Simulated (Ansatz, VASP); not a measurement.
# Si: VASP beside Ansatz

```
CELL_PARAMETERS angstrom
0.00000 2.70073 2.70073
2.70073 0.00000 2.70073
2.70073 2.70073 0.00000
ATOMIC_POSITIONS crystal
Si 0.00000 0.00000 0.00000
Si 0.25000 0.25000 0.25000
```

Alike in both runs: functional LDA; k mesh 10 × 10 × 10; occupations gaussian, width 0.02 eV; no spin polarisation.

Ansatz relaxed the structure, and its values are those at the end. VASP's run is a single point on that final structure, the one shown.

|  | VASP | Ansatz |
| --- | --- | --- |
| version | VASP 6.6.1 | Ansatz 0.2.0 |
| potentials or method | VASP PAW LDA potentials, release 64 (Si), cutoff 500 eV | scalar-relativistic, plane waves, PAW |
| valence electrons in the cell | 8 | 8 |

VASP gave:

| Property | Result |
| --- | --- |
| gap on the k mesh at the Fermi level (eV) | 0.45 |
| least direct gap on the mesh (eV) | 2.53 |
| pressure (GPa) | 0.1 |

Q: What did Ansatz give for the same quantities?

A: gap on the k mesh at the Fermi level (eV): 0.45; least direct gap on the mesh (eV): 2.53; pressure (GPa): 0.0.

Ansatz warns that its potentials were made for another functional, while VASP's fit it. LDA's correlation is that of Perdew and Zunger in VASP and of Perdew and Wang (1992) in Ansatz.
